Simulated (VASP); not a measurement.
Here is a VASP 6.6.1 calculation.

The input INCAR:

```
SYSTEM = Pt
PREC = Accurate ; ENCUT = 520
EDIFF = 1E-6 ; ISMEAR = 0
SIGMA = 0.1 ; LREAL = .FALSE.
LASPH = .TRUE. ; NELM = 60
ALGO = Normal ; ISIF = 2
LWAVE = .FALSE. ; LCHARG = .FALSE.
GGA = PS ; NBANDS = 11
```

Contents of KPOINTS:

```
Automatic mesh
0
G
  18 18 18
  0 0 0
```

The input POSCAR:

```
Pt
1.0
    0.0000000000      2.0222780657      2.0222780657
    2.0222780657      0.0000000000      2.0222780657
    2.0222780657      2.0222780657      0.0000000000
Pt
1
Direct
    0.0000000000      0.0000000000      0.0000000000
```

Potentials or basis: VASP PAW PBE potentials, release 64 (Pt).

Run with:

```console
$ cat potpaw_PBE.64/Pt/POTCAR > POTCAR
$ mpirun -np 1 vasp_std > vasp.out
```

(1) What does it give for the band gap on the k mesh?

(2) What does it give for the pressure?

Results:

(1) zero (band 5 reaches 9.81 eV, above the bottom of band 6 at 7.92 eV).

(2) -21.5 GPa.

Caveat: the PAW data sets were made with another functional, which shifts forces and pressure a little; spin-orbit coupling is left out, which moves the levels of the heavy elements.
